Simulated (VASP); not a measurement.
# PbI2Cl2 (I4/mmm) in VASP: a series of runs

PbI2Cl2 is run at these levels: PBE; tasks: single point.

Everything below comes from runs of VASP 6.6.1. Logs are shortened: lines on timing, memory, paths and dates and some standing lists are left out, and cuts for length are marked.

**1. The cell of the first run**

Symmetry: I4/mmm, No. 139, tetragonal system. Conventional cell: a = 5.137 Å, b = 5.137 Å, c = 13.689 Å, α = 90.00°, β = 90.00°, γ = 90.00°. Pb (site symmetry 4/mmm) has 10 I at 4.02 to 5.13 Å and 8 Cl at 4.28 Å and 4 Pb at 5.14 Å within 5.3 Å. I (site symmetry 4mm) has 4 Cl at 3.09 Å and 1 I at 3.42 Å and 4 Pb at 4.02 Å within 4.1 Å. Within 4.1 Å of Cl (site symmetry -4m2) lie 4 I at 3.09 Å and 4 Cl at 3.63 Å.

The cell was generated, and may not be a known phase.

**2. Single point, PBE**

INCAR

```
PREC = Accurate ; ENCUT = 520
EDIFF = 1E-6 ; ISMEAR = 0
SIGMA = 0.1 ; LREAL = False
LASPH = True ; NELM = 100
ALGO = Normal ; ISIF = 2
LWAVE = False ; LCHARG = True
GGA = PE ; LELF = True
LVHAR = True ; NBANDS = 29
```

KPOINTS

```
regular mesh
0
Gamma
  6 6 6
```

POSCAR

```
PbI2Cl2
1.0
   -2.5684291000      2.5684291000      6.8445622700
    2.5684291000     -2.5684291000      6.8445622700
    2.5684291000      2.5684291000     -6.8445622700
Pb I Cl
1 2 2
Direct
    0.0000000000      0.0000000000      0.0000000000
    0.3750000000      0.3750000000      0.0000000000
    0.6250000000      0.6250000000      0.0000000000
    0.7500000000      0.2500000000      0.5000000000
    0.2500000000      0.7500000000      0.5000000000
```

Potentials or basis: VASP PAW PBE potentials, release 64 (Pb_d, I, Cl).

Run with:

```
$ cat potpaw_PBE.64/Pb_d/POTCAR potpaw_PBE.64/I/POTCAR potpaw_PBE.64/Cl/POTCAR > POTCAR
$ mpirun -np 1 vasp_std > vasp.out
```

OUTCAR:

```text
PREC = Accurate
   ENCUT = 520
   EDIFF = 1E-6
   ISMEAR = 0
   LREAL = False
   LASPH = True
   NELM = 100
   ISIF = 2
   GGA = PE

 ion  position               nearest neighbor table
   1  0.000  0.000  0.000-
   2  0.375  0.375  0.000-   5 3.09   4 3.09   4 3.09   5 3.09   3 3.42
   3  0.625  0.625  0.000-   5 3.09   4 3.09   4 3.09   5 3.09   2 3.42
   4  0.750  0.250  0.500-   2 3.09   3 3.09   2 3.09   3 3.09
   5  0.250  0.750  0.500-   2 3.09   3 3.09   2 3.09   3 3.09

  LATTYP: Found a body centered tetragonal cell.
 ALAT       =     5.1368582000
 C/A-ratio  =     2.6648826981

  Lattice vectors:

 A1 = (  -2.5684291000,   2.5684291000,   6.8445622700)
 A2 = (   2.5684291000,  -2.5684291000,   6.8445622700)
 A3 = (   2.5684291000,   2.5684291000,  -6.8445622700)

Analysis of symmetry for initial positions (statically):
=====================================================================
 Subroutine PRICEL returns:
 Original cell was already a primitive cell.

 Routine SETGRP: Setting up the symmetry group for a
 body centered tetragonal supercell.

 Subroutine GETGRP returns: Found 16 space group operations
 (whereof 16 operations were pure point group operations)
 out of a pool of 16 trial point group operations.

The static configuration has the point symmetry D_4h.

Analysis of symmetry for dynamics (positions and initial velocities):
=====================================================================
 Subroutine PRICEL returns:
 Original cell was already a primitive cell.

 Routine SETGRP: Setting up the symmetry group for a
 body centered tetragonal supercell.

 Subroutine GETGRP returns: Found 16 space group operations
 (whereof 16 operations were pure point group operations)
 out of a pool of 16 trial point group operations.

The dynamic configuration has the point symmetry D_4h.

 Subroutine INISYM returns: Found 16 space group operations
 (whereof 16 operations are pure point group operations),
 and found     1 'primitive' translations

----------------------------------------------------------------------------------------

                                     Primitive cell

  volume of cell :     180.6096

  direct lattice vectors                    reciprocal lattice vectors
    -2.568429100  2.568429100  6.844562270     0.000000000  0.194671521  0.073050691
     2.568429100 -2.568429100  6.844562270     0.194671521  0.000000000  0.073050691
[... 92 lines left out ...]
   LREAL  =      F    real-space projection
   EDIFFG = 0.1E-04   stopping-criterion for IOM
   NSW    =      0    number of steps for IOM
   IBRION =     -1    ionic relax: 0-MD 1-quasi-New 2-CG
   NFREE  =      0    steps in history (QN), initial steepest desc. (CG)
   ISIF   =      2    stress and relaxation
   ISYM   =      2    0-nonsym 1-usesym 2-fastsym
   POTIM  = 0.5000    time-step for ionic-motion
   TEBEG  =    0.0;   TEEND  =   0.0 temperature during run
   PSTRESS=    0.0 pullay stress
   NELECT =      42.0000    total number of electrons
   NUPDOWN=      -1.0000    fix difference up-down
   EMIN   =  10.00;   EMAX   =-10.00  energy-range for DOS
   EFERMI =   0.00;   METHOD = LEGACY
   ISMEAR =     0;   SIGMA  =   0.10  broadening in eV -4-tet -1-fermi 0-gaus
   EFERMI_NEDOS =   21; number of points for ismear=-14 and -15
   IALGO  =     38    algorithm
   IMIX   =      4    mixing-type and parameters
     AMIX     =   0.40;   BMIX     =  1.00
     AMIX_MAG =   1.60;   BMIX_MAG =  1.00
  volume/ion in A,a.u.               =      36.12       243.76
  Fermi-wavevector in a.u.,A,eV,Ry     =   1.006725  1.902435 13.789448  1.013496
  Thomas-Fermi vector in A             =   2.139486
   LORBIT       =      0    0 simple, 1 ext, 2 COOP (PROOUT), +10 PAW based schemes
   GGA     = PE    functional components
   LHFCALC =     F    Hartree Fock is set to
   AEXX    =    0.0000 exact exchange contribution
   IVDW    =     0    specifies the selected vdW correction
   LEPSILON=     F    determine dielectric tensor
   LRPA    =     F    only Hartree local field effects (RPA)
 non-spin polarized calculation
 Gauss-broadening in eV      SIGMA  =   0.10
  energy-cutoff  :      520.00
  volume of cell :      180.61
 maximum number of plane-waves:      4897
 NGX is ok and might be reduce to    60
   NGX = 29   NGY = 29   NGZ = 29

 number of electron      42.0000001 magnetization

 Free energy of the ion-electron system (eV)
  ---------------------------------------------------
  ext. energy  EPLUGINS =         0.00000000
  ---------------------------------------------------
  free energy    TOTEN  =        -8.83778745 eV

  energy without entropy =       -8.80876504  energy(sigma->0) =       -8.82327624

 E-fermi :   2.8015     XC(G=0):  -8.2512

 val. band max:        2.7927242729   @ k =   0.3333   0.0000  -0.0000
 cond. band min:       2.8063031782   @ k =   0.1667   0.1667  -0.0000
 fundamental gap:      0.0135789053
 Fermi energy:         2.8015497106

 k-point     1 :       0.0000    0.0000    0.0000
  band No.  band energies     occupation
      1     -15.4499      2.00000
      2     -15.4344      2.00000
      3     -15.4344      2.00000
      4     -15.4077      2.00000
      5     -15.3965      2.00000
      6     -11.6899      2.00000
[... 757 lines left out ...]
     28       9.7206      0.00000
     29       9.8767      0.00000

 [... further k-points ...]

------------------------ aborting loop because EDIFF is reached ----------------------------------------

  FORCE on cell =-STRESS in cart. coord.  units (eV):
  Direction    XX          YY          ZZ          XY          YZ          ZX
  --------------------------------------------------------------------------------------
  -------------------------------------------------------------------------------------
  Total       -1.3845468     -1.3845468     -0.9345243      0.0000000      0.0000000      0.0000000
  in kB      -12.2822345    -12.2822345     -8.2901106      0.0000000      0.0000000      0.0000000
  external PRESSURE =     -10.9515266 kB  Pullay stress =       0.0000000 kB

 VOLUME and BASIS-vectors are now :
 -----------------------------------------------------------------------------
  energy-cutoff  :      520.00
  volume of cell :      180.61
      direct lattice vectors                 reciprocal lattice vectors
    -2.568429100  2.568429100  6.844562270     0.000000000  0.194671521  0.073050691
     2.568429100 -2.568429100  6.844562270     0.194671521  0.000000000  0.073050691
     2.568429100  2.568429100 -6.844562270     0.194671521  0.194671521  0.000000000

 POSITION                                       TOTAL-FORCE (eV/Angst)
 -----------------------------------------------------------------------------------
      0.00000      0.00000      0.00000        -0.000000     -0.000000     -0.000000
      0.00000      0.00000      5.13342         0.000000      0.000000      1.577477
      0.00000      0.00000      8.55570         0.000000      0.000000     -1.577477
     -0.00000      2.56843      3.42228        -0.000000     -0.000000     -0.000000
      2.56843     -0.00000      3.42228        -0.000000     -0.000000     -0.000000
 -----------------------------------------------------------------------------------
    total drift:                               -0.000000     -0.000000      0.000000

  FREE ENERGIE OF THE ION-ELECTRON SYSTEM (eV)
  ---------------------------------------------------
  free  energy   TOTEN  =        -8.8377874451 eV

  energy  without entropy=       -8.8087650411  energy(sigma->0) =       -8.82327624
```

OSZICAR:

```text
N       E                     dE             d eps       ncg     rms          rms(c)
DAV:   1     0.363678437622E+03    0.36368E+03   -0.17491E+04  1740   0.128E+03
DAV:   2     0.299932227245E+02   -0.33369E+03   -0.32093E+03  2143   0.299E+02
DAV:   3    -0.928886803000E+01   -0.39282E+02   -0.38399E+02  2094   0.110E+02
DAV:   4    -0.109742445721E+02   -0.16854E+01   -0.16723E+01  2354   0.277E+01
DAV:   5    -0.110180654358E+02   -0.43821E-01   -0.43801E-01  2268   0.377E+00    0.951E+00
DAV:   6    -0.899081868254E+01    0.20272E+01   -0.29075E+00  2235   0.127E+01    0.601E+00
DAV:   7    -0.887527660405E+01    0.11554E+00   -0.17384E+00  2193   0.495E+00    0.345E+00
DAV:   8    -0.884839642542E+01    0.26880E-01   -0.27648E-01  1941   0.258E+00    0.219E+00
DAV:   9    -0.885700852283E+01   -0.86121E-02   -0.24974E-01  2015   0.178E+00    0.708E-01
DAV:  10    -0.883827374598E+01    0.18735E-01   -0.57976E-02  1936   0.800E-01    0.328E-01
DAV:  11    -0.883767597699E+01    0.59777E-03   -0.58219E-03  2055   0.296E-01    0.232E-01
DAV:  12    -0.883889638015E+01   -0.12204E-02   -0.52241E-03  1988   0.279E-01    0.231E-01
DAV:  13    -0.883777144276E+01    0.11249E-02   -0.37626E-03  2020   0.224E-01    0.461E-02
DAV:  14    -0.883779102120E+01   -0.19578E-04   -0.23938E-04  1984   0.617E-02    0.435E-02
DAV:  15    -0.883778796996E+01    0.30512E-05   -0.19601E-05  2121   0.172E-02    0.103E-02
DAV:  16    -0.883778744509E+01    0.52487E-06   -0.30197E-06  1614   0.872E-03
   1 F= -.88377874E+01 E0= -.88232762E+01  d E =-.290224E-01
```

Wall time 4.8 min (1 thread of Intel Xeon Platinum 8259CL at 2.50GHz (Skylake/Cascade Lake), shared host); peak memory 0.58 GiB.

Results:

| Property | Result |
| --- | --- |
| Free energy | -8.8378 eV |
| Pressure | -1.1 GPa |
| Largest force | 1.577 eV/Å |
| Band gap on the k mesh | zero (bands 21 and 22 overlap by 0.75 eV) |

Forces in eV/Å, atoms in the order of the input:
```
Pb   0.000  0.000  0.000
I    0.000  0.000  1.577
I    0.000  0.000 -1.577
Cl   0.000  0.000  0.000
Cl   0.000  0.000  0.000
```

Stress tensor (GPa, compression positive):
```
-1.23  0.00  0.00
 0.00 -1.23  0.00
 0.00  0.00 -0.83
```

Caveat: spin-orbit coupling is left out, which moves the levels of the heavy elements; forces of over 1 eV/Å act on the atoms, so gaps and moduli don't describe the material at rest.

**3. Single point, PBE**

This run uses another cell than the first one, of 36.77 Å³/atom.

INCAR

```
PREC = Accurate
ENCUT = 520
EDIFF = 1E-7
ISMEAR = 0
SIGMA = 0.1
LREAL = F
LASPH = T
NELM = 60
ALGO = Normal
ISIF = 2
LWAVE = F
LCHARG = F
GGA = PE
NBANDS = 29
```

KPOINTS

```
Automatic mesh
0
Gamma
  6 6 6
```

POSCAR

```
PbI2Cl2
1.0
   -1.9562570557      1.9562570557     12.0093728895
    1.9562570557     -1.9562570557     12.0093728895
    1.9562570557      1.9562570557    -12.0093728895
Pb I Cl
1 2 2
Direct
    0.0000000000      0.0000000000      0.0000000000
    0.4178513025      0.4178513025      0.0000000000
    0.5821486975      0.5821486975      0.0000000000
    0.7500000000      0.2500000000      0.5000000000
    0.2500000000      0.7500000000      0.5000000000
```

Potentials or basis: VASP PAW PBE potentials, release 64 (Pb_d, I, Cl).

Run with:

```
$ cat potpaw_PBE.64/Pb_d/POTCAR potpaw_PBE.64/I/POTCAR potpaw_PBE.64/Cl/POTCAR > POTCAR
$ mpirun -np 1 vasp_std > vasp.out
```

It took 28 min on 1 thread of Intel Xeon Platinum 8259CL at 2.50GHz (Skylake/Cascade Lake), shared host; peak memory 1.6 GiB.

The run converged. Its results:

```
Free energy            : -10.9398 eV
Pressure               : 0.0 GPa
Band gap on the k mesh : zero (bands 21 and 22 overlap by 1.71 eV)
```

Stress tensor (GPa, compression positive):
```
-0.04  0.00  0.00
 0.00 -0.04  0.00
 0.00  0.00  0.07
```

Levels at points of the mesh, in eV from the Fermi level:
| k point | band 17 | band 18 | band 19 | band 20 | band 21 | band 22 | band 23 | band 24 | band 25 | band 26 |
| --- | --- | --- | --- | --- | --- | --- | --- | --- | --- | --- |
| (0.00, 0.00, 0.00) | -1.03 | -0.65 | -0.28 | -0.28 | 0.51 | 0.51 | 2.39 | 4.49 | 4.49 | 5.52 |
| (0.50, 0.00, 0.00) | -1.93 | -1.83 | -1.48 | -0.70 | -0.16 | 0.01 | 2.50 | 3.69 | 3.87 | 6.58 |
| (0.50, 0.50, 0.00) | -1.69 | -1.67 | -1.64 | -0.42 | 1.19 | 1.19 | 1.27 | 1.82 | 1.84 | 6.37 |
| (0.50, 0.50, 0.50) | -1.03 | -0.65 | -0.28 | -0.28 | 0.51 | 0.51 | 2.34 | 4.49 | 4.49 | 5.52 |

Caveat: spin-orbit coupling is left out, which moves the levels of the heavy elements.

The gap in the log of VASP goes by the Fermi energy; the results here count the filled bands.